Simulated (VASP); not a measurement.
# HgTe (I-4m2) in VASP: notebook, part 2 of 2

VASP 6.6.1. Earlier steps stand in the parts before.

## 3. Single point, r2SCAN (epitaxial xy strain +3.0%)

POSCAR

```
HgTe
1.0
    0.0000000000      3.3878326235      3.1407053158
    3.3878326235      0.0000000000      3.1407053158
    3.3878326235      3.3878326235      0.0000000000
Hg Te
1 1
Direct
    0.0000000000      0.0000000000      0.0000000000
    0.2500000000      0.2500000000      0.2500000000
```

INCAR.step1

```
  PREC = Accurate
  ENCUT = 520
  ISMEAR = -1
  SIGMA = 0.02
  LREAL = F
  LASPH = T
  NELM = 60
  NBANDS = 16
  GGA = PE
  ALGO = Normal
  EDIFF = 1E-4
  LWAVE = T
  LCHARG = F
```

INCAR.step2

```
  PREC = Accurate
  ENCUT = 520
  EDIFF = 1E-7
  ISMEAR = -1
  SIGMA = 0.02
  LREAL = F
  LASPH = T
  NELM = 60
  ALGO = Normal
  ISIF = 2
  LWAVE = F
  LCHARG = F
  METAGGA = R2SCAN
  LMIXTAU = T
  NBANDS = 16
  ISTART = 1
```

KPOINTS

```
regular mesh
0
Gamma
  6 6 6
```

Potentials or basis: VASP PAW PBE potentials, release 64 (Hg, Te).

The run is started by

```console
$ cat potpaw_PBE.64/Hg/POTCAR potpaw_PBE.64/Te/POTCAR > POTCAR
$ cp INCAR.step1 INCAR
$ mpirun -np 1 vasp_std > vasp.out
$ cp INCAR.step2 INCAR
$ mpirun -np 1 vasp_std > vasp.out
```

OUTCAR:

```text
PREC = Accurate
   ENCUT = 520
   EDIFF = 1E-7
   ISMEAR = -1
   LREAL = F
   LASPH = T
   NELM = 60
   ISIF = 2
   METAGGA = R2SCAN
   ISTART = 1

 ion  position               nearest neighbor table
   1  0.000  0.000  0.000-   2 2.86   2 2.86   2 2.86   2 2.86
   2  0.250  0.250  0.250-   1 2.86   1 2.86   1 2.86   1 2.86

  LATTYP: Found a body centered tetragonal cell.
 ALAT       =     4.7911188432
 C/A-ratio  =     1.3110529789

  Lattice vectors:

[... 643 lines left out ...]
------------------------ aborting loop because EDIFF is reached ----------------------------------------

  FORCE on cell =-STRESS in cart. coord.  units (eV):
  Direction    XX          YY          ZZ          XY          YZ          ZX
  --------------------------------------------------------------------------------------
  -------------------------------------------------------------------------------------
  Total       -0.4022428     -0.4022428      0.0447863      0.0000000      0.0000000      0.0000000
  in kB       -8.9391827     -8.9391827      0.9953025      0.0000000      0.0000000      0.0000000
  external PRESSURE =      -5.6276876 kB  Pullay stress =       0.0000000 kB

 VOLUME and BASIS-vectors are now :
 -----------------------------------------------------------------------------
  energy-cutoff  :      520.00
  volume of cell :       72.09
      direct lattice vectors                 reciprocal lattice vectors
     0.000000000  3.387832624  3.140705316    -0.147586984  0.147586984  0.159199909
     3.387832624  0.000000000  3.140705316     0.147586984 -0.147586984  0.159199909
     3.387832624  3.387832624  0.000000000     0.147586984  0.147586984 -0.159199909

 POSITION                                       TOTAL-FORCE (eV/Angst)
 -----------------------------------------------------------------------------------
      0.00000      0.00000      0.00000         0.000000      0.000000      0.000000
      1.69392      1.69392      1.57035         0.000000      0.000000     -0.000000
 -----------------------------------------------------------------------------------
    total drift:                               -0.000000     -0.000000      0.000000

  FREE ENERGIE OF THE ION-ELECTRON SYSTEM (eV)
  ---------------------------------------------------
  free  energy   TOTEN  =       -75.1415277389 eV

  energy  without entropy=      -75.1415111776  energy(sigma->0) =      -75.14151946
```

OSZICAR.step1:

```text
N       E                     dE             d eps       ncg     rms          rms(c)
DAV:   1     0.104213600361E+03    0.10421E+03   -0.79733E+03   960   0.967E+02
DAV:   2    -0.516923540167E-01   -0.10427E+03   -0.97290E+02  1128   0.225E+02
DAV:   3    -0.379645481978E+01   -0.37448E+01   -0.37365E+01  1224   0.437E+01
DAV:   4    -0.383272416205E+01   -0.36269E-01   -0.36267E-01  1400   0.387E+00
DAV:   5    -0.383290386030E+01   -0.17970E-03   -0.17970E-03  1312   0.219E-01    0.660E+00
DAV:   6    -0.363351190134E+01    0.19939E+00   -0.39120E-01  1096   0.805E+00    0.533E+00
DAV:   7    -0.362705917352E+01    0.64527E-02   -0.89253E-02  1112   0.199E+00    0.208E+00
DAV:   8    -0.362657435211E+01    0.48482E-03   -0.89456E-03  1104   0.106E+00    0.477E-01
DAV:   9    -0.362660063668E+01   -0.26285E-04   -0.71319E-04  1232   0.297E-01
   1 F= -.36266006E+01 E0= -.36265908E+01  d E =-.195864E-04
```

Wall time 2.2 min (1 thread of Intel Xeon 6975P-C (Granite Rapids), shared host); peak memory 0.23 GiB.

What came out:

| Quantity | Value |
| --- | --- |
| Free energy | -75.1415 eV |
| Pressure | -0.6 GPa |
| Band gap on the k mesh | 0.21 eV, direct |

Levels at points of the mesh, in eV from the valence-band top:
```csv
k point,band 6,band 7,band 8,band 9,band 10,band 11,band 12,band 13
"(0.00, 0.00, 0.00)",-6.67,-0.52,0.00,0.00,0.21,4.79,4.82,4.82
"(0.50, 0.00, 0.00)",-6.41,-5.11,-0.96,-0.65,0.99,5.34,5.76,7.25
"(0.50, 0.50, 0.00)",-6.20,-4.89,-2.17,-2.17,1.82,2.80,8.83,9.25
"(0.50, 0.00, 0.50)",-6.32,-5.23,-1.96,-1.79,2.37,3.09,8.34,8.92
```

Caveat: the cell differs from its parent crystal (epitaxial xy strain +3.0%); the PAW data sets were made with another functional, which shifts forces and pressure a little; spin-orbit coupling is left out, which moves the levels of the heavy elements.

## 4. Single point, HSE06 (epitaxial xy strain -3.0%)

POSCAR

```
HgTe
1.0
    0.0000000000      3.1904831503      3.4196598397
    3.1904831503      0.0000000000      3.4196598397
    3.1904831503      3.1904831503      0.0000000000
Hg Te
1 1
Direct
    0.0000000000      0.0000000000      0.0000000000
    0.2500000000      0.2500000000      0.2500000000
```

INCAR.step1

```
  ALGO = Normal
  EDIFF = 1E-5
  ENCUT = 520
  GGA = PE
  ISIF = 2
  ISMEAR = -1
  LASPH = True
  LCHARG = False
  LREAL = False
  LWAVE = True
  NBANDS = 16
  NELM = 80
  PREC = Accurate
  SIGMA = 0.02
```

INCAR.step2

```
  ALGO = Normal
  EDIFF = 1E-6
  ENCUT = 520
  GGA = PE
  HFSCREEN = 0.2079
  ISIF = 2
  ISMEAR = -1
  ISTART = 1
  LASPH = True
  LCHARG = False
  LHFCALC = True
  LREAL = False
  LWAVE = False
  NBANDS = 16
  NELM = 80
  PREC = Accurate
  PRECFOCK = Normal
  SIGMA = 0.02
```

KPOINTS

```
k-points
0
Gamma
  4 4 4
```

Potentials or basis: VASP PAW PBE potentials, release 64 (Hg, Te).

The run is started by

```console
$ cat potpaw_PBE.64/Hg/POTCAR potpaw_PBE.64/Te/POTCAR > POTCAR
$ cp INCAR.step1 INCAR
$ mpirun -np 1 vasp_std > vasp.out
$ cp INCAR.step2 INCAR
$ mpirun -np 1 vasp_std > vasp.out
```

OUTCAR:

```text
EDIFF = 1E-6
   ENCUT = 520
   GGA = PE
   HFSCREEN = 0.2079
   ISIF = 2
   ISMEAR = -1
   ISTART = 1
   LASPH = True
   LHFCALC = True
   LREAL = False
   NELM = 80
   PREC = Accurate
   PRECFOCK = Normal

 ion  position               nearest neighbor table
   1  0.000  0.000  0.000-   2 2.83   2 2.83   2 2.83   2 2.83
   2  0.250  0.250  0.250-   1 2.83   1 2.83   1 2.83   1 2.83

  LATTYP: Found a body centered tetragonal cell.
 ALAT       =     4.5120245417
 C/A-ratio  =     1.5157984218

  Lattice vectors:

 A1 = (  -3.1904831503,   0.0000000000,   3.4196598397)
 A2 = (   3.1904831503,   0.0000000000,   3.4196598397)
 A3 = (   0.0000000000,   3.1904831503,  -3.4196598397)

Analysis of symmetry for initial positions (statically):
=====================================================================
 Subroutine PRICEL returns:
 Original cell was already a primitive cell.

 Routine SETGRP: Setting up the symmetry group for a
 body centered tetragonal supercell.

 Subroutine GETGRP returns: Found  8 space group operations
 (whereof  8 operations were pure point group operations)
 out of a pool of 16 trial point group operations.

The static configuration has the point symmetry D_2d.

Analysis of symmetry for dynamics (positions and initial velocities):
=====================================================================
 Subroutine PRICEL returns:
 Original cell was already a primitive cell.

 Routine SETGRP: Setting up the symmetry group for a
 body centered tetragonal supercell.

 Subroutine GETGRP returns: Found  8 space group operations
 (whereof  8 operations were pure point group operations)
 out of a pool of 16 trial point group operations.

The dynamic configuration has the point symmetry D_2d.

 Subroutine INISYM returns: Found  8 space group operations
 (whereof  8 operations are pure point group operations),
 and found     1 'primitive' translations

----------------------------------------------------------------------------------------

                                     Primitive cell

  volume of cell :      69.6187

  direct lattice vectors                    reciprocal lattice vectors
     0.000000000  3.190483150  3.419659840    -0.156716076  0.156716076  0.146213373
     3.190483150  0.000000000  3.419659840     0.156716076 -0.156716076  0.146213373
     3.190483150  3.190483150  0.000000000     0.156716076  0.156716076 -0.146213373

  length of vectors
     4.676885305  4.676885305  4.512024542     0.265514985  0.265514985  0.265514985

  position of ions in fractional coordinates (direct lattice)
     0.000000000  0.000000000  0.000000000
     0.250000000  0.250000000  0.250000000

  ion indices of the primitive-cell ions
   primitive index   ion index
                 1           1
                 2           2

----------------------------------------------------------------------------------------

 KPOINTS: k-points

Automatic generation of k-mesh.
 Grid dimensions read from file:
[... 28 lines left out ...]
  0.500000  0.500000  0.000000      1.000000
  0.250000  0.000000  0.250000      4.000000
  0.500000  0.000000  0.250000     16.000000
 -0.250000  0.000000  0.250000      8.000000
 -0.250000  0.500000  0.250000      4.000000
  0.500000  0.000000  0.500000      2.000000
 -0.250000  0.250000  0.500000      2.000000
   k-points           NKPTS =     13   k-points in BZ     NKDIM =     64   number of bands    NBANDS=     16
   number of dos      NEDOS =    301   number of ions     NIONS =      2
   total plane-waves  NPLWV =  46656
   dimension x,y,z NGX =    36 NGY =   36 NGZ =   36
   dimension x,y,z NGXF=    72 NGYF=   72 NGZF=   72
   ions per type =               1   1
   NGX,Y,Z   is equivalent  to a cutoff of  12.80, 12.80, 13.26 a.u.
   NGXF,Y,Z  is equivalent  to a cutoff of  25.59, 25.59, 26.53 a.u.
 SYSTEM =  unknown system
   PREC   = accura    normal or accurate (medium, high low for compatibility)
   ISTART =      1    job   : 0-new  1-cont  2-samecut
   ICHARG =      0    charge: 1-file 2-atom 10-const
   ISPIN  =      1    spin polarized calculation?
   LNONCOLLINEAR =      F non collinear calculations
   LSORBIT =      F    spin-orbit coupling
   LASPH  =      T    aspherical Exc in radial PAW
   ENCUT  =  520.0 eV  38.22 Ry    6.18 a.u.   8.70  8.70  8.39*2*pi/ulx,y,z
   NELM   =     80;   NELMIN=  2; NELMDL=  0     # of ELM steps
   EDIFF  = 0.1E-05   stopping-criterion for ELM
   LREAL  =      F    real-space projection
   EDIFFG = 0.1E-04   stopping-criterion for IOM
   NSW    =      0    number of steps for IOM
   IBRION =     -1    ionic relax: 0-MD 1-quasi-New 2-CG
   NFREE  =      0    steps in history (QN), initial steepest desc. (CG)
   ISIF   =      2    stress and relaxation
   ISYM   =      3    0-nonsym 1-usesym 2-fastsym
   POTIM  = 0.5000    time-step for ionic-motion
   TEBEG  =    0.0;   TEEND  =   0.0 temperature during run
   PSTRESS=    0.0 pullay stress
   NELECT =      18.0000    total number of electrons
   NUPDOWN=      -1.0000    fix difference up-down
   EMIN   =  10.00;   EMAX   =-10.00  energy-range for DOS
   EFERMI =   0.00;   METHOD = LEGACY
   ISMEAR =    -1;   SIGMA  =   0.02  broadening in eV -4-tet -1-fermi 0-gaus
   EFERMI_NEDOS =   21; number of points for ismear=-14 and -15
   IALGO  =     38    algorithm
   IMIX   =      1    mixing-type and parameters
     AMIX     =   0.40;   BMIX     =  1.00
     AMIX_MAG =   1.60;   BMIX_MAG =  1.00
  volume/ion in A,a.u.               =      34.81       234.91
  Fermi-wavevector in a.u.,A,eV,Ry     =   1.042935  1.970861 14.799227  1.087713
  Thomas-Fermi vector in A             =   2.177622
   LORBIT       =      0    0 simple, 1 ext, 2 COOP (PROOUT), +10 PAW based schemes
   GGA     = PE    functional components
   LHFCALC =     T    Hartree Fock is set to
   PRECFOCK=normal    Normal, Fast or Accurate (Low or Medium for compatibility)
   ENCUT4O =  -1.0   cutoff for four orbital integrals eV
   NKREDX  =     1    reduce k-point grid by
   NKREDY  =     1    reduce k-point grid by
   NKREDZ  =     1    reduce k-point grid by
   AEXX    =    0.2500 exact exchange contribution
   HFSCREEN=    0.2079 screening length (either q_TF or 0.3 A-1)
   HFSCREENC=   0.2079 screening length for correlation (either q_TF or 0.3 A-1)
   ENCUTFOCK=  -1.0 apply spherical cutoff to Coloumb kernel
   IVDW    =     0    specifies the selected vdW correction
   LEPSILON=     F    determine dielectric tensor
   LRPA    =     F    only Hartree local field effects (RPA)
 non-spin polarized calculation
  energy-cutoff  :      520.00
  volume of cell :       69.62
 maximum number of plane-waves:      1897
 NGX is ok and might be reduce to    36
  NGX = 28; NGY = 28; NGZ = 28

 number of electron      18.0000003 magnetization

 Free energy of the ion-electron system (eV)
  ---------------------------------------------------
  ext. energy  EPLUGINS =         0.00000000
  ---------------------------------------------------
  free energy    TOTEN  =        -4.65210627 eV

  energy without entropy =       -4.65123983  energy(sigma->0) =       -4.65167305

 E-fermi :   2.4238     XC(G=0):  -7.1807

 val. band max:        2.4238371797   @ k =   0.0000   0.0000   0.0000
 cond. band min:       2.4238415194   @ k =   0.0000   0.0000   0.0000
 fundamental gap:      0.0000043397
 Fermi energy:         2.4238393643

 k-point     1 :       0.0000    0.0000    0.0000
  band No.  band energies     occupation
      1     -10.4510      2.00000
      2      -5.9565      2.00000
      3      -5.9387      2.00000
      4      -5.9387      2.00000
      5      -5.4725      2.00000
      6      -5.4344      2.00000
[... 224 lines left out ...]
      3      -5.6866      2.00000
      4      -5.5025      2.00000
      5      -5.4921      2.00000
      6      -4.7899      2.00000
[... 8 lines left out ...]
     15      14.6786      0.00000
     16      14.8921      0.00000

------------------------ aborting loop because EDIFF is reached ----------------------------------------

  FORCE on cell =-STRESS in cart. coord.  units (eV):
  Direction    XX          YY          ZZ          XY          YZ          ZX
  --------------------------------------------------------------------------------------
  -------------------------------------------------------------------------------------
  Total        0.5838104      0.5838104      0.0494817      0.0000000     -0.0000000      0.0000000
  in kB       13.4355865     13.4355865      1.1387533      0.0000000     -0.0000000      0.0000000
  external PRESSURE =       9.3366421 kB  Pullay stress =       0.0000000 kB

 VOLUME and BASIS-vectors are now :
 -----------------------------------------------------------------------------
  energy-cutoff  :      520.00
  volume of cell :       69.62
      direct lattice vectors                 reciprocal lattice vectors
     0.000000000  3.190483150  3.419659840    -0.156716076  0.156716076  0.146213373
     3.190483150  0.000000000  3.419659840     0.156716076 -0.156716076  0.146213373
     3.190483150  3.190483150  0.000000000     0.156716076  0.156716076 -0.146213373

 POSITION                                       TOTAL-FORCE (eV/Angst)
 -----------------------------------------------------------------------------------
      0.00000      0.00000      0.00000        -0.000000     -0.000000     -0.000000
      1.59524      1.59524      1.70983         0.000000      0.000000      0.000000
 -----------------------------------------------------------------------------------
    total drift:                                0.000000      0.000000     -0.000013

  FREE ENERGIE OF THE ION-ELECTRON SYSTEM (eV)
  ---------------------------------------------------
  free  energy   TOTEN  =        -4.6521062702 eV

  energy  without entropy=       -4.6512398324  energy(sigma->0) =       -4.65167305
```

It took 25 min on 1 thread of Intel Xeon 6975P-C (Granite Rapids), shared host; peak memory 0.32 GiB.

What came out:

* Free energy: -4.6521 eV
* Pressure: 0.9 GPa
* Band gap on the k mesh: zero (filled and empty bands touch)

Stress tensor (GPa, compression positive):
```
1.34 0.00 0.00
0.00 1.34 0.00
0.00 0.00 0.11
```

Caveat: the k points lie up to 0.42 Å⁻¹ apart; the cell differs from its parent crystal (epitaxial xy strain -3.0%); the PAW data sets were made with another functional, which shifts forces and pressure a little; spin-orbit coupling is left out, which moves the levels of the heavy elements.

## 5. Summary

| level | cell | k mesh | grid for exact exchange (PRECFOCK) | screening parameter | gap on the mesh (eV) | pressure (GPa) |
| --- | --- | --- | --- | --- | --- | --- |
| r2SCAN | a = 4.677, b = 4.677, c = 4.512 Å, angles 61.2, 61.2, 57.7°, 2 atoms | 6 × 6 × 6 | - | - | none | 0.9 |
| r2SCAN | a = 4.620, b = 4.620, c = 4.791 Å, angles 58.8, 58.8, 62.5°, 2 atoms | 6 × 6 × 6 | - | - | 0.21 | -0.6 |
| HSE06 | a = 4.677, b = 4.677, c = 4.512 Å, angles 61.2, 61.2, 57.7°, 2 atoms | 4 × 4 × 4 | Normal | 0.2079 1/Å | none | 0.9 |

Alike in all rows: task single point; potentials or basis VASP PAW PBE potentials, release 64 (Hg, Te); no spin polarisation; cutoff (eV) 520; smearing fermi-dirac 0.02 eV.

Caveats: some runs use coarse meshes; the PAW data sets were made with another functional, which shifts forces and pressure a little; spin-orbit coupling is left out, which moves the levels of the heavy elements.

Total energies depend on the potentials used, so only differences within one code and one set of settings carry meaning.
